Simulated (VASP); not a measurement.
# Al2BiSb (P-4m2) in VASP: single point with PBE

Aim: the single point of Al2BiSb with PBE.

Everything below comes from runs of VASP 6.6.1. Logs are shortened: lines on timing, memory, paths and dates and some standing lists are left out, and cuts for length are marked.

### Step 1. The cell of the first run

The structure is tetragonal, space group P-4m2 (No. 115). Conventional cell: a = 4.435 Å, b = 4.435 Å, c = 6.261 Å, α = 90.00°, β = 90.00°, γ = 90.00°. Sb (site symmetry -4m2) has 4 Al at 2.69 Å within 3.5 Å. Within 3.5 Å of Al (site symmetry 2mm) lie 2 Sb at 2.69 Å and 2 Bi at 2.74 Å. Bi (site symmetry -4m2) has 4 Al at 2.74 Å within 3.6 Å.

### Step 2. Single point, PBE, non-collinear spin, zero start, spin-orbit coupling

The input, INCAR:

```
SYSTEM = Al2BiSb
PREC     = Accurate       ! precision mode
ENCUT    = 520            ! plane-wave cutoff, eV
EDIFF    = 1E-6           ! SCF threshold, eV
ISMEAR   = -1             ! smearing method
SIGMA    = 0.02           ! smearing width, eV
LREAL    = .FALSE.        ! projectors in reciprocal space
LASPH    = .TRUE.         ! aspherical terms in the spheres
NELM     = 150            ! most SCF steps
ALGO     = Normal         ! electronic algorithm
ISIF     = 2              ! what is computed and relaxed
LWAVE    = .FALSE.        ! write WAVECAR
LCHARG   = .TRUE.         ! write CHGCAR
MAGMOM   = 0 0 0 0 0 0 0 0 0 0 0 0 ! initial moments
LORBIT   = 11             ! projections on sites
LSORBIT  = .TRUE.         ! spin-orbit coupling
GGA_COMPAT= .FALSE.      
LORBMOM  = .TRUE.       
GGA      = PE             ! functional
LVHAR    = .TRUE.       
NBANDS   = 40             ! bands
```

The input, KPOINTS:

```
Automatic mesh
0
G
  6 6 4
  0 0 0
```

The input, POSCAR:

```
Al2BiSb
1.0
    4.4350566628      0.0000000000      0.0000000000
    0.0000000000      4.4350566628      0.0000000000
    0.0000000000      0.0000000000      6.2613654801
Sb Al Bi
1 2 1
Direct
    0.0000000000      0.0000000000      0.0000000000
    0.0000000000      0.5000000000      0.7565880018
    0.5000000000      0.0000000000      0.2434119982
    0.5000000000      0.5000000000      0.5000000000
```

Potentials or basis: VASP PAW PBE potentials, release 64 (Sb, Al, Bi_d).

Command:

```
cat potpaw_PBE.64/Sb/POTCAR potpaw_PBE.64/Al/POTCAR potpaw_PBE.64/Bi_d/POTCAR > POTCAR
mpirun -np 1 vasp_ncl > vasp.out
```

OUTCAR:

```text
SYSTEM = Al2BiSb
   PREC = Accurate
   ENCUT = 520
   EDIFF = 1E-6
   ISMEAR = -1
   LREAL = .FALSE.
   LASPH = .TRUE.
   NELM = 150
   ISIF = 2
   LORBIT = 11
   LSORBIT = .TRUE.
   GGA = PE

 ion  position               nearest neighbor table
   1  0.000  0.000  0.000-   2 2.69   3 2.69   2 2.69   3 2.69
   2  0.000  0.500  0.757-   1 2.69   1 2.69   4 2.74   4 2.74
   3  0.500  0.000  0.243-   1 2.69   1 2.69   4 2.74   4 2.74
   4  0.500  0.500  0.500-   2 2.74   3 2.74   3 2.74   2 2.74

  LATTYP: Found a simple tetragonal cell.
 ALAT       =     4.4350566628
 C/A-ratio  =     1.4117892862

  Lattice vectors:

 A1 = (   4.4350566628,   0.0000000000,   0.0000000000)
 A2 = (   0.0000000000,   4.4350566628,   0.0000000000)
 A3 = (   0.0000000000,   0.0000000000,   6.2613654801)

Analysis of symmetry for initial positions (statically):
=====================================================================
 Subroutine PRICEL returns:
 Original cell was already a primitive cell.

 Routine SETGRP: Setting up the symmetry group for a
 simple tetragonal supercell.

 Subroutine GETGRP returns: Found  8 space group operations
 (whereof  8 operations were pure point group operations)
 out of a pool of 16 trial point group operations.

The static configuration has the point symmetry D_2d.

Analysis of symmetry for dynamics (positions and initial velocities):
=====================================================================
 Subroutine PRICEL returns:
 Original cell was already a primitive cell.

 Routine SETGRP: Setting up the symmetry group for a
 simple tetragonal supercell.

 Subroutine GETGRP returns: Found  8 space group operations
 (whereof  8 operations were pure point group operations)
 out of a pool of 16 trial point group operations.

The dynamic configuration has the point symmetry D_2d.

Analysis of structural, dynamic, and magnetic symmetry:
=====================================================================
 Subroutine PRICEL returns:
 Original cell was already a primitive cell.

 Routine SETGRP: Setting up the symmetry group for a
 simple tetragonal supercell.

 Subroutine GETGRP returns: Found  8 space group operations
 (whereof  8 operations were pure point group operations)
 out of a pool of 16 trial point group operations.

The overall configuration has the point symmetry D_2d.

 Subroutine INISYM returns: Found  8 space group operations
 (whereof  8 operations are pure point group operations),
 and found     1 'primitive' translations

----------------------------------------------------------------------------------------

                                     Primitive cell

  volume of cell :     123.1594

  direct lattice vectors                    reciprocal lattice vectors
     4.435056663  0.000000000  0.000000000     0.225476262  0.000000000  0.000000000
     0.000000000  4.435056663  0.000000000     0.000000000  0.225476262  0.000000000
     0.000000000  0.000000000  6.261365480     0.000000000  0.000000000  0.159709572

  length of vectors
     4.435056663  4.435056663  6.261365480     0.225476262  0.225476262  0.159709572

  position of ions in fractional coordinates (direct lattice)
     0.000000000  0.000000000  0.000000000
     0.000000000  0.500000000  0.756588002
     0.500000000  0.000000000  0.243411998
     0.500000000  0.500000000  0.500000000

  ion indices of the primitive-cell ions
   primitive index   ion index
                 1           1
                 2           2
                 3           3
                 4           4

----------------------------------------------------------------------------------------

 KPOINTS: Automatic mesh

Automatic generation of k-mesh.
 Grid dimensions read from file:
 generate k-points for:    6    6    4

 Generating k-lattice:

  Cartesian coordinates                     Fractional coordinates (reciprocal lattice)
     0.037579377  0.000000000  0.000000000     0.166666667  0.000000000  0.000000000
     0.000000000  0.037579377  0.000000000     0.000000000  0.166666667  0.000000000
     0.000000000  0.000000000  0.039927393     0.000000000  0.000000000  0.250000000

  Length of vectors
     0.037579377  0.037579377  0.039927393
[... 104 lines left out ...]

 E-fermi :   5.1191     XC(G=0):  -8.5881

 val. band max:        5.0689235135   @ k =   0.0000   0.0000   0.0000
 cond. band min:       5.1670588094   @ k =   0.0000   0.0000   0.0000
 fundamental gap:      0.0981352959
 Fermi energy:         5.1190874355

 k-point     1 :       0.0000    0.0000    0.0000
  band No.  band energies     occupation
      1     -19.0459      1.00000
      2     -19.0459      1.00000
      3     -19.0439      1.00000
      4     -19.0439      1.00000
      5     -16.1070      1.00000
      6     -16.1070      1.00000
[... 973 lines left out ...]
     37      10.3243      0.00000
     38      10.3338      0.00000

 [... further k-points ...]

 [bands above 38 left out]

------------------------ aborting loop because EDIFF is reached ----------------------------------------

  FORCE on cell =-STRESS in cart. coord.  units (eV):
  Direction    XX          YY          ZZ          XY          YZ          ZX
  --------------------------------------------------------------------------------------
  -------------------------------------------------------------------------------------
  Total        1.1117937      1.1117937      1.1107737      0.0000000      0.0000000      0.0000000
  in kB       14.4632996     14.4632996     14.4500302      0.0000000      0.0000000      0.0000000
  external PRESSURE =      14.4588765 kB  Pullay stress =       0.0000000 kB

 VOLUME and BASIS-vectors are now :
 -----------------------------------------------------------------------------
  energy-cutoff  :      520.00
  volume of cell :      123.16
      direct lattice vectors                 reciprocal lattice vectors
     4.435056663  0.000000000  0.000000000     0.225476262  0.000000000  0.000000000
     0.000000000  4.435056663  0.000000000     0.000000000  0.225476262  0.000000000
     0.000000000  0.000000000  6.261365480     0.000000000  0.000000000  0.159709572

 POSITION                                       TOTAL-FORCE (eV/Angst)
 -----------------------------------------------------------------------------------
      0.00000      0.00000      0.00000         0.000000     -0.000000      0.000000
      0.00000      2.21753      4.73727         0.000000      0.000000      0.004190
      2.21753      0.00000      1.52409         0.000000      0.000000     -0.004190
      2.21753      2.21753      3.13068         0.000000      0.000000      0.000000
 -----------------------------------------------------------------------------------
    total drift:                                0.000000      0.000000      0.000000

  FREE ENERGIE OF THE ION-ELECTRON SYSTEM (eV)
  ---------------------------------------------------
  free  energy   TOTEN  =       -16.4560910972 eV

  energy  without entropy=      -16.4559242164  energy(sigma->0) =      -16.45600766

 orbital moment (x)

 # of ion     p       d       tot
 ----------------------------------------
  1        -0.000   0.000  -0.000
  2         0.000   0.000   0.000
  3         0.000   0.000   0.000
  4         0.000   0.000   0.000
 ----------------------------------------
           -0.000   0.000   0.000

 orbital moment (y)

 # of ion     p       d       tot
 ----------------------------------------
  1        -0.000  -0.000  -0.000
  2        -0.000   0.000  -0.000
  3        -0.000   0.000  -0.000
  4         0.000  -0.000  -0.000
 ----------------------------------------
           -0.000  -0.000  -0.000

 orbital moment (z)

 # of ion     p       d       tot
 ----------------------------------------
  1         0.000   0.000   0.000
  2         0.000   0.000   0.000
  3         0.000   0.000   0.000
  4         0.000   0.000   0.000
 ----------------------------------------
            0.000   0.000   0.000

 Spin-Orbit-Coupling matrix elements

 Ion:    1  E_soc:     -0.1195332
 l=   1
     0.0000000    -0.0197899    -0.0197506
    -0.0197899     0.0000000    -0.0197899
    -0.0197506    -0.0197899     0.0000000
 l=   2
     0.0000000    -0.0000245     0.0000000    -0.0000245    -0.0000906
    -0.0000245     0.0000000    -0.0000710    -0.0000497    -0.0000525
     0.0000000    -0.0000710     0.0000000    -0.0000710     0.0000000
    -0.0000245    -0.0000497    -0.0000710     0.0000000    -0.0000525
    -0.0000906    -0.0000525     0.0000000    -0.0000525     0.0000000
 l=   3
     0.0000000     0.0000000     0.0000000     0.0000000     0.0000000     0.0000000     0.0000000
     0.0000000     0.0000000     0.0000000     0.0000000     0.0000000     0.0000000     0.0000000
     0.0000000     0.0000000     0.0000000     0.0000000     0.0000000     0.0000000     0.0000000
     0.0000000     0.0000000     0.0000000     0.0000000     0.0000000     0.0000000     0.0000000
[... 49 lines left out ...]
 l=   2
     0.0000000    -0.0134308     0.0000000    -0.0134308    -0.0537506
    -0.0134308     0.0000000    -0.0403456    -0.0138884    -0.0138722
     0.0000000    -0.0403456     0.0000000    -0.0403456     0.0000000
    -0.0134308    -0.0138884    -0.0403456     0.0000000    -0.0138722
    -0.0537506    -0.0138722     0.0000000    -0.0138722     0.0000000
 l=   3
     0.0000000     0.0000000     0.0000000     0.0000000     0.0000000     0.0000000     0.0000000
     0.0000000     0.0000000     0.0000000     0.0000000     0.0000000     0.0000000     0.0000000
     0.0000000     0.0000000     0.0000000     0.0000000     0.0000000     0.0000000     0.0000000
     0.0000000     0.0000000     0.0000000     0.0000000     0.0000000     0.0000000     0.0000000
     0.0000000     0.0000000     0.0000000     0.0000000     0.0000000     0.0000000     0.0000000
     0.0000000     0.0000000     0.0000000     0.0000000     0.0000000     0.0000000     0.0000000
     0.0000000     0.0000000     0.0000000     0.0000000     0.0000000     0.0000000     0.0000000

 total charge

# of ion       s       p       d       tot
------------------------------------------
    1        1.114   1.391   0.023   2.529
    2        0.428   0.338   0.000   0.766
    3        0.428   0.338   0.000   0.766
    4        1.429   1.699   9.901  13.030
--------------------------------------------------
tot          3.399   3.767   9.924  17.090

 magnetization (x)

# of ion       s       p       d       tot
------------------------------------------
    1        0.000   0.000   0.000   0.000
    2        0.000   0.000   0.000   0.000
    3        0.000   0.000   0.000   0.000
    4        0.000   0.000   0.000   0.000
--------------------------------------------------
tot          0.000   0.000   0.000   0.000

 magnetization (y)

# of ion       s       p       d       tot
------------------------------------------
    1       -0.000  -0.000  -0.000  -0.000
    2        0.000   0.000   0.000   0.000
    3        0.000  -0.000   0.000   0.000
    4        0.000   0.000   0.000   0.000
--------------------------------------------------
tot          0.000   0.000  -0.000   0.000

 magnetization (z)

# of ion       s       p       d       tot
------------------------------------------
    1        0.000   0.000   0.000   0.000
    2       -0.000  -0.000   0.000  -0.000
    3       -0.000  -0.000   0.000  -0.000
    4        0.000   0.000   0.000   0.000
--------------------------------------------------
tot         -0.000   0.000   0.000  -0.000
```

Wall time 3.4 min (1 thread of AMD EPYC 9R45 (Zen 5), shared host); peak memory 0.6 GiB.

What came out:

```yaml
Free_energy: -16.4561 eV
Pressure: 1.4 GPa
Largest_force: 0.004 eV/Å
Net_moment: 0.00 μB per cell
Valence_electrons_inside_the_program's_atomic_spheres: Sb 2.53; Al 0.77; Bi 13.03
```

Forces on the atoms (eV/Å):
```
Sb   0.000  0.000  0.000
Al   0.000  0.000  0.004
Al   0.000  0.000 -0.004
Bi   0.000  0.000  0.000
```

Moments on the atoms (μB; x, y, z):
```
Sb  0.00 0.00 0.00
Al  0.00 0.00 0.00
Al  0.00 0.00 0.00
Bi  0.00 0.00 0.00
```
